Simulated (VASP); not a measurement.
Crystal: Ti4HBr.

```
CELL_PARAMETERS angstrom
3.84134 0.00000 0.00000
0.00000 3.84134 0.00000
0.00000 0.00000 5.56104
ATOMIC_POSITIONS crystal
Ti 0.50000 0.00000 0.73128
Ti 0.00000 0.50000 0.26872
Ti 0.50000 0.00000 0.26872
Ti 0.00000 0.50000 0.73128
H 0.50000 0.50000 0.50000
Br 0.00000 0.00000 0.00000
```

The cell was built from a structure type or drawn by symmetry, and may not be a known phase.

| Quantity | Value |
| --- | --- |
| Program | VASP 6.6.1 |
| Task | relaxation of cell and atoms |
| Functional | PBE |
| Potentials or basis | VASP PAW PBE potentials, release 64 (Ti_sv, H, Br) |
| Cutoff | 600 eV |
| k mesh | 4 × 4 × 4 |
| Occupations | gaussian, width 0.1 eV |
| Spin | collinear spin |
| Starting moments | [1.0, 1.0, 1.0, 1.0, 0.0, 0.0] μB |

At the start: pressure 17.5 GPa; volume 13.68 Å³/atom.

**Question.** How do energy, volume and symmetry change on relaxing?

**Answer.** Over 33 steps the energy falls by 186.2 meV/atom and the volume is 16.38 Å³/atom (+19.8 %); space group P4/mmm (No. 123, to 0.1 Å) before and after; moment 0.00 μB per cell.

The path:
```csv
step,energy change (eV),largest force (eV/Å),pressure (GPa),volume (Å³)
1,0.0000,1.0430,17.45,82.06
2,-0.5330,0.0353,-5.45,101.05
3,-0.6528,0.2076,-0.31,94.40
4,-0.6593,0.1027,-0.03,94.08
5,-0.6612,0.0229,0.35,93.70
6,-0.6613,0.0007,0.31,93.77
7,-0.6642,0.0132,0.01,94.10
8,-0.6681,0.0373,-0.84,95.07
9,-0.6696,0.0317,-0.77,95.02
10,-0.6740,0.0049,-0.56,94.85
11,-0.6856,0.0996,-0.16,94.48
12,-0.7202,0.3684,0.83,93.67
13,-0.8285,0.6240,3.49,91.71
14,-0.3793,0.3631,12.76,86.62
15,-0.8560,0.6342,4.55,91.02
16,-0.8528,0.6573,5.24,90.58
17,-0.8546,0.6523,5.06,90.69
18,-0.8550,0.6542,5.07,90.69
19,-0.8560,0.6580,5.13,90.66
20,-0.8570,0.6649,5.31,90.61
21,-0.8582,0.6638,5.31,90.64
22,-0.8619,0.6622,5.27,90.71
23,-0.8692,0.6570,5.11,90.86
24,-0.8833,0.6471,4.82,91.16
25,-0.9098,0.6283,4.23,91.76
26,-0.9561,0.5921,3.17,92.96
27,-1.0229,0.5253,1.18,95.38
28,-1.0654,0.4125,-1.91,100.33
29,-1.0661,0.4296,-1.32,99.45
30,-1.0820,0.3663,-1.12,99.24
31,-1.1126,0.1499,-0.37,98.63
32,-1.0834,0.3746,1.43,97.41
33,-1.1174,0.0224,0.06,98.31
```

Final structure:
```
CELL_PARAMETERS angstrom
3.72554 0.00000 0.00000
0.00000 3.72554 0.00000
0.00000 0.00000 7.08288
ATOMIC_POSITIONS crystal
Ti 0.50000 0.00000 0.68759
Ti 0.00000 0.50000 0.31241
Ti 0.50000 0.00000 0.31241
Ti 0.00000 0.50000 0.68759
H 0.50000 0.50000 0.50000
Br 0.00000 0.00000 0.00000
```

Caveat: the k points lie up to 0.42 Å⁻¹ apart in the final cell, too coarse for converged energies and pressures of a metal; the volume moved by over 15 % at a fixed basis, so the end points are rough.
